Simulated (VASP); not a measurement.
Write the native input for VASP 6.6.1 that does the following.

```
Task                   : single point
Functional             : PBE
Dispersion             : D4
Potentials or basis    : VASP PAW PBE potentials, release 64 (Ti_sv, Sn_d)
Cutoff                 : 520 eV
k mesh                 : 8 × 8 × 8
Occupations            : fermi-dirac, width 0.05 eV
Spin                   : no spin polarisation
Dipole correction      : no
Further INCAR settings : ALGO = Normal; EDIFF = 1e-07; NBANDS = 20
```

The structure of TiSn lies in POSCAR:

```
TiSn
1.0
    0.0000000000      2.7744980751      2.7744980751
    2.7744980751      0.0000000000      2.7744980751
    2.7744980751      2.7744980751      0.0000000000
Ti Sn
1 1
Direct
    0.0000000000      0.0000000000      0.0000000000
    0.5000000000      0.5000000000      0.5000000000
```

The input as run:

INCAR

```
SYSTEM = TiSn
PREC = Accurate ; ENCUT = 520
EDIFF = 1E-7 ; ISMEAR = -1
SIGMA = 0.05 ; LREAL = .FALSE.
LASPH = .TRUE. ; NELM = 100
ALGO = Normal ; ISIF = 2
LWAVE = .FALSE. ; LCHARG = .TRUE.
GGA = PE ; IVDW = 13
LELF = .TRUE. ; LVHAR = .TRUE.
NBANDS = 20
```

KPOINTS

```
regular mesh
0
G
  8 8 8
  0 0 0
```

Potentials or basis: VASP PAW PBE potentials, release 64 (Ti_sv, Sn_d).

Run with:

```console
$ cat potpaw_PBE.64/Ti_sv/POTCAR potpaw_PBE.64/Sn_d/POTCAR > POTCAR
$ mpirun -np 1 vasp_std > vasp.out
```

Results of the run:

```yaml
Pressure: 0.0 GPa
Band_gap_on_the_k_mesh: zero (bands 13 and 14 overlap by 0.37 eV)
Dispersion_energy_per_atom: -0.340 eV
```

Caveat: spin-orbit coupling is left out, which moves the levels of the heavy elements.

It took 20 s on 1 thread of Intel(R) Xeon(R) Platinum 8559C (Emerald Rapids), with other jobs on the host, peak memory 0.17 GiB.
